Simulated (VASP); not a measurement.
Here is a VASP 6.6.1 calculation.

Contents of INCAR:

```
SYSTEM = BN
PREC = Accurate ; ENCUT = 520
EDIFF = 1E-6 ; ISMEAR = -1
SIGMA = 0.05 ; LREAL = .FALSE.
LASPH = .TRUE. ; NELM = 60
ALGO = Normal ; ISIF = 2
LWAVE = .FALSE. ; LCHARG = .TRUE.
GGA = PE ; LELF = .TRUE.
LVHAR = .TRUE. ; NBANDS = 11
```

File KPOINTS:

```
regular mesh
0
G
  15 15 15
  0 0 0
```

File POSCAR:

```
BN
1.0
    0.0000000000      1.7518640212      1.7518640212
    1.7518640212      0.0000000000      1.7518640212
    1.7518640212      1.7518640212      0.0000000000
B N
1 1
Direct
    0.0000000000      0.0000000000      0.0000000000
    0.5000000000      0.5000000000      0.5000000000
```

Potentials or basis: VASP PAW PBE potentials, release 64 (B, N).

Command:

```sh
$ cat potpaw_PBE.64/B/POTCAR potpaw_PBE.64/N/POTCAR > POTCAR
$ mpirun -np 1 vasp_std > vasp.out
```

Problem. Estimate the pressure.

Solution. -0.2 GPa.

Problem. Estimate the band gap on the k mesh.

Solution. 1.19 eV, indirect (least direct gap 5.89 eV).

A k mesh can miss the band edges. Expect the measured gap to be larger: semilocal functionals such as PBE lack the derivative discontinuity.
